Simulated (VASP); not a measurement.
Runs of VASP 6.6.1 on Rh. The structure is that of space group Fm-3m (No. 225), or close to it. The cells are those of the table. 

```tsv
task	level	cell	gap on the mesh (eV)	pressure (GPa)	relaxed volume (Å³/atom)
single point	PBE+D3(BJ)	a = 2.685 Å, angles 60.0°, 1 atom	none	0.2	-
relaxation of cell and atoms	PBE+D3(BJ)	relaxed from a = 2.684 Å, angles 60.0°, 1 atom	none	0.0	13.69
single point	PBE	a = 2.711 Å, angles 60.0°, 1 atom	none	0.2	-
relaxation of cell and atoms	PBE	relaxed from a = 2.684 Å, angles 60.0°, 1 atom	none	-0.2	(a)
```

Alike in all rows: potentials or basis VASP PAW PBE potentials, release 64 (Rh_pv); no spin polarisation; k mesh 10 × 10 × 10; cutoff (eV) 500; smearing fermi-dirac 0.15 eV.

Estimate the missing entries.

(a) 14.11.

Caveats: pairwise dispersion overbinds metals, which lowers pressure and volume (some runs).

A k mesh can miss the band edges, and the runs leave out spin-orbit coupling on Rh.

A gap of «none» marks levels without a gap at the run's occupations.
